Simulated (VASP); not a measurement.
# Ni (Fm-3m) in VASP: further runs

Ni is run at these levels: PBEsol; tasks: single point.

Program: VASP 6.6.1. These are calculated values, not measurements. Logs are shortened: lines on timing, memory, paths and dates and some standing lists are left out, and cuts for length are marked.

## Step 1: The cell of the first run

The structure is cubic, space group Fm-3m (No. 225). Conventional cell: a = 3.536 Å, b = 3.536 Å, c = 3.536 Å, α = 90.00°, β = 90.00°, γ = 90.00°. Within 3.3 Å of Ni (site symmetry m-3m) lie 12 Ni at 2.50 Å.

## Step 2: Single point, PBEsol, collinear spin, ferromagnetic start

File INCAR:

```
SYSTEM = Ni
PREC = Accurate
ENCUT = 520
EDIFF = 1E-7
ISMEAR = 0
SIGMA = 0.15
LREAL = .False.
LASPH = .True.
NELM = 150
ALGO = Normal
ISIF = 2
LWAVE = .False.
LCHARG = .False.
ISPIN = 2
MAGMOM = 0.81
LORBIT = 11
LMAXMIX = 4
GGA = PS
NBANDS = 15
```

File KPOINTS:

```
Automatic mesh
0
Gamma
  22 22 22
  0 0 0
```

File POSCAR:

```
Ni
1.0
    0.0000000000      1.7679500000      1.7679500000
    1.7679500000      0.0000000000      1.7679500000
    1.7679500000      1.7679500000      0.0000000000
Ni
1
Direct
    0.0000000000      0.0000000000      0.0000000000
```

Potentials or basis: VASP PAW PBE potentials, release 64 (Ni).

Run with:

```bash
$ cat potpaw_PBE.64/Ni/POTCAR > POTCAR
$ mpirun -np 1 vasp_std > vasp.out
```

OUTCAR:

```text
SYSTEM = Ni
   PREC = Accurate
   ENCUT = 520
   EDIFF = 1E-7
   ISMEAR = 0
   LREAL = .False.
   LASPH = .True.
   NELM = 150
   ISIF = 2
   ISPIN = 2
   LORBIT = 11
   GGA = PS

 ion  position               nearest neighbor table
   1  0.000  0.000  0.000-

  LATTYP: Found a face centered cubic cell.
 ALAT       =     3.5359000000

  Lattice vectors:

 A1 = (   0.0000000000,   1.7679500000,   1.7679500000)
 A2 = (   1.7679500000,   0.0000000000,   1.7679500000)
 A3 = (   1.7679500000,   1.7679500000,   0.0000000000)

Analysis of symmetry for initial positions (statically):
=====================================================================
 Subroutine PRICEL returns:
 Original cell was already a primitive cell.

 Routine SETGRP: Setting up the symmetry group for a
 face centered cubic supercell.

 Subroutine GETGRP returns: Found 48 space group operations
 (whereof 48 operations were pure point group operations)
 out of a pool of 48 trial point group operations.

The static configuration has the point symmetry O_h .

Analysis of symmetry for dynamics (positions and initial velocities):
=====================================================================
 Subroutine PRICEL returns:
 Original cell was already a primitive cell.

 Routine SETGRP: Setting up the symmetry group for a
 face centered cubic supercell.

 Subroutine GETGRP returns: Found 48 space group operations
 (whereof 48 operations were pure point group operations)
 out of a pool of 48 trial point group operations.

The dynamic configuration has the point symmetry O_h .

Analysis of structural, dynamic, and magnetic symmetry:
=====================================================================
 Subroutine PRICEL returns:
 Original cell was already a primitive cell.

 Routine SETGRP: Setting up the symmetry group for a
 face centered cubic supercell.

 Subroutine GETGRP returns: Found 48 space group operations
 (whereof 48 operations were pure point group operations)
 out of a pool of 48 trial point group operations.

The overall configuration has the point symmetry O_h .

 Subroutine INISYM returns: Found 48 space group operations
 (whereof 48 operations are pure point group operations),
 and found     1 'primitive' translations

----------------------------------------------------------------------------------------

                                     Primitive cell

  volume of cell :      11.0520

  direct lattice vectors                    reciprocal lattice vectors
     0.000000000  1.767950000  1.767950000    -0.282813428  0.282813428  0.282813428
     1.767950000  0.000000000  1.767950000     0.282813428 -0.282813428  0.282813428
     1.767950000  1.767950000  0.000000000     0.282813428  0.282813428 -0.282813428

  length of vectors
     2.500258868  2.500258868  2.500258868     0.489847226  0.489847226  0.489847226

  position of ions in fractional coordinates (direct lattice)
     0.000000000  0.000000000  0.000000000

  ion indices of the primitive-cell ions
   primitive index   ion index
                 1           1

----------------------------------------------------------------------------------------

 KPOINTS: Automatic mesh

Automatic generation of k-mesh.
 Grid dimensions read from file:
 generate k-points for:   22   22   22

 Generating k-lattice:

  Cartesian coordinates                     Fractional coordinates (reciprocal lattice)
    -0.012855156  0.012855156  0.012855156     0.045454545  0.000000000  0.000000000
     0.012855156 -0.012855156  0.012855156     0.000000000  0.045454545  0.000000000
     0.012855156  0.012855156 -0.012855156     0.000000000  0.000000000  0.045454545

  Length of vectors
     0.022265783  0.022265783  0.022265783

  Shift w.r.t. Gamma in fractional coordinates (k-lattice)
     0.000000000  0.000000000  0.000000000

 Subroutine IBZKPT returns following result:
 ===========================================

 Found    328 irreducible k-points:

 Following reciprocal coordinates:
            Coordinates               Weight
  0.000000  0.000000  0.000000      1.000000
  0.045455  0.000000  0.000000      8.000000
  0.090909  0.000000  0.000000      8.000000
  0.136364  0.000000  0.000000      8.000000
  0.181818  0.000000  0.000000      8.000000
  0.227273  0.000000  0.000000      8.000000
[... 16 lines left out ...]
  0.500000  0.045455  0.000000     24.000000
 -0.454545  0.045455  0.000000     24.000000
 [... further k-points ...]
   k-points           NKPTS =    328   k-points in BZ     NKDIM =    328   number of bands    NBANDS=     15
   number of dos      NEDOS =    301   number of ions     NIONS =      1
   total plane-waves  NPLWV =   8000
   dimension x,y,z NGX =    20 NGY =   20 NGZ =   20
   dimension x,y,z NGXF=    40 NGYF=   40 NGZF=   40
   ions per type =               1
   NGX,Y,Z   is equivalent  to a cutoff of  13.30, 13.30, 13.30 a.u.
   NGXF,Y,Z  is equivalent  to a cutoff of  26.60, 26.60, 26.60 a.u.
 SYSTEM =  Ni
   PREC   = accura    normal or accurate (medium, high low for compatibility)
   ISTART =      0    job   : 0-new  1-cont  2-samecut
   ICHARG =      2    charge: 1-file 2-atom 10-const
   ISPIN  =      2    spin polarized calculation?
   LNONCOLLINEAR =      F non collinear calculations
   LSORBIT =      F    spin-orbit coupling
   LASPH  =      T    aspherical Exc in radial PAW
   ENCUT  =  520.0 eV  38.22 Ry    6.18 a.u.   4.65  4.65  4.65*2*pi/ulx,y,z
   NELM   =    150;   NELMIN=  2; NELMDL= -5     # of ELM steps
   EDIFF  = 0.1E-06   stopping-criterion for ELM
   LREAL  =      F    real-space projection
   EDIFFG = 0.1E-05   stopping-criterion for IOM
   NSW    =      0    number of steps for IOM
   IBRION =     -1    ionic relax: 0-MD 1-quasi-New 2-CG
   NFREE  =      0    steps in history (QN), initial steepest desc. (CG)
   ISIF   =      2    stress and relaxation
   ISYM   =      2    0-nonsym 1-usesym 2-fastsym
   POTIM  = 0.5000    time-step for ionic-motion
   TEBEG  =    0.0;   TEEND  =   0.0 temperature during run
   PSTRESS=    0.0 pullay stress
   NELECT =      10.0000    total number of electrons
   NUPDOWN=      -1.0000    fix difference up-down
   EMIN   =  10.00;   EMAX   =-10.00  energy-range for DOS
   EFERMI =   0.00;   METHOD = LEGACY
   ISMEAR =     0;   SIGMA  =   0.15  broadening in eV -4-tet -1-fermi 0-gaus
   EFERMI_NEDOS =   21; number of points for ismear=-14 and -15
   IALGO  =     38    algorithm
   IMIX   =      4    mixing-type and parameters
     AMIX     =   0.40;   BMIX     =  1.00
     AMIX_MAG =   1.60;   BMIX_MAG =  1.00
  volume/ion in A,a.u.               =      11.05        74.58
  Fermi-wavevector in a.u.,A,eV,Ry     =   1.583415  2.992221 34.112584  2.507204
  Thomas-Fermi vector in A             =   2.683189
   LORBIT       =     11    0 simple, 1 ext, 2 COOP (PROOUT), +10 PAW based schemes
   GGA     = PS    functional components
   LHFCALC =     F    Hartree Fock is set to
   AEXX    =    0.0000 exact exchange contribution
   IVDW    =     0    specifies the selected vdW correction
   LEPSILON=     F    determine dielectric tensor
   LRPA    =     F    only Hartree local field effects (RPA)
 spin polarized calculation
 Gauss-broadening in eV      SIGMA  =   0.15
  energy-cutoff  :      520.00
  volume of cell :       11.05
 maximum number of plane-waves:       307
   NGX =  9   NGY =  9   NGZ =  9

 number of electron      10.0000010 magnetization       0.6370606

 Free energy of the ion-electron system (eV)
  ---------------------------------------------------
  ext. energy  EPLUGINS =         0.00000000
  ---------------------------------------------------
  free energy    TOTEN  =        -6.11793626 eV

  energy without entropy =       -6.09763823  energy(sigma->0) =       -6.10778725

 E-fermi :   8.9659     XC(G=0): -13.3421

 val. band max:        8.9616883914   @ k =  -0.4545   0.3182   0.1364
 cond. band min:       8.9678780436   @ k =   0.3636   0.1818   0.0000
 fundamental gap:      0.0061896523
 Fermi energy:         8.9659361003

 spin component 1

 k-point     1 :       0.0000    0.0000    0.0000
  band No.  band energies     occupation
      1       0.0190      1.00000
      2       6.5761      1.00000
      3       6.5761      1.00000
      4       6.5761      1.00000
      5       7.7185      1.00000
      6       7.7185      1.00000
      7      32.5329      0.00000
      8      36.2477      0.00000
      9      36.2477      0.00000
     10      36.2477      0.00000
     11      39.1147      0.00000
     12      39.1147      0.00000
     13      39.1147      0.00000
     14      42.1828      0.00000
     15      48.2578      0.00000
[... 397 lines left out ...]
 k-point    24 :      -0.4545    0.0455    0.0000
  band No.  band energies     occupation
      1       4.2302      1.00000
      2       6.5651      1.00000
      3       6.6220      1.00000
      4       7.8631      1.00000
      5       8.3296      1.00000
      6       9.0773      0.14697
      7      14.7549      0.00000
      8      30.5480      0.00000
      9      32.4713      0.00000
     10      33.0562      0.00000
     11      36.6328      0.00000
     12      37.3362      0.00000
     13      42.7607      0.00000
     14      53.6868      0.00000
     15      53.9058      0.00000

 [... further k-points ...]

 spin component 2

 k-point     1 :       0.0000    0.0000    0.0000
  band No.  band energies     occupation
      1       0.0053      1.00000
      2       7.3090      1.00000
      3       7.3090      1.00000
      4       7.3090      1.00000
      5       8.3431      1.00000
      6       8.3431      1.00000
      7      32.4144      0.00000
      8      36.2510      0.00000
      9      36.2510      0.00000
     10      36.2510      0.00000
     11      39.2316      0.00000
     12      39.2316      0.00000
     13      39.2316      0.00000
     14      42.0865      0.00000
     15      48.4415      0.00000
[... 397 lines left out ...]
 k-point    24 :      -0.4545    0.0455    0.0000
  band No.  band energies     occupation
      1       4.6501      1.00000
      2       7.1861      1.00000
      3       7.2536      1.00000
      4       8.1900      1.00000
      5       9.0853      0.13030
      6       9.5086      0.00000
      7      15.1525      0.00000
      8      30.4824      0.00000
      9      32.5371      0.00000
     10      33.1481      0.00000
     11      36.7031      0.00000
     12      37.3899      0.00000
     13      42.9028      0.00000
     14      53.7685      0.00000
     15      54.4390      0.00000

 [... further k-points ...]
[... 5 lines left out ...]
  --------------------------------------------------------------------------------------
  -------------------------------------------------------------------------------------
  Total       -0.8331378     -0.8331378     -0.8331378      0.0000000      0.0000000      0.0000000
  in kB     -120.7779099   -120.7779099   -120.7779099      0.0000000      0.0000000      0.0000000
  external PRESSURE =    -120.7779099 kB  Pullay stress =       0.0000000 kB

 VOLUME and BASIS-vectors are now :
 -----------------------------------------------------------------------------
  energy-cutoff  :      520.00
  volume of cell :       11.05
      direct lattice vectors                 reciprocal lattice vectors
     0.000000000  1.767950000  1.767950000    -0.282813428  0.282813428  0.282813428
     1.767950000  0.000000000  1.767950000     0.282813428 -0.282813428  0.282813428
     1.767950000  1.767950000  0.000000000     0.282813428  0.282813428 -0.282813428

 POSITION                                       TOTAL-FORCE (eV/Angst)
 -----------------------------------------------------------------------------------
      0.00000      0.00000      0.00000        -0.000000      0.000000      0.000000
 -----------------------------------------------------------------------------------
    total drift:                                0.000000     -0.000000      0.000000

  FREE ENERGIE OF THE ION-ELECTRON SYSTEM (eV)
  ---------------------------------------------------
  free  energy   TOTEN  =        -6.1179362633 eV

  energy  without entropy=       -6.0976382326  energy(sigma->0) =       -6.10778725

 total charge

# of ion       s       p       d       tot
------------------------------------------
    1        0.494   0.489   8.302   9.285

 magnetization (x)

# of ion       s       p       d       tot
------------------------------------------
    1       -0.006  -0.024   0.678   0.648
```

It took 1.9 min on 1 thread of Intel Xeon Platinum 8259CL at 2.50GHz (Skylake/Cascade Lake), shared host; peak memory 0.2 GiB.

What came out:

```yaml
Free_energy: -6.1179 eV
Pressure: -12.1 GPa
Net_moment: 0.64 μB per cell
Site_moments: Ni +0.65 μB
Valence_electrons_inside_the_program's_atomic_spheres: Ni 9.29
```

Caveat: the PAW data sets were made with another functional, which shifts forces and pressure a little.

(Part 1 of 2 ends here.)
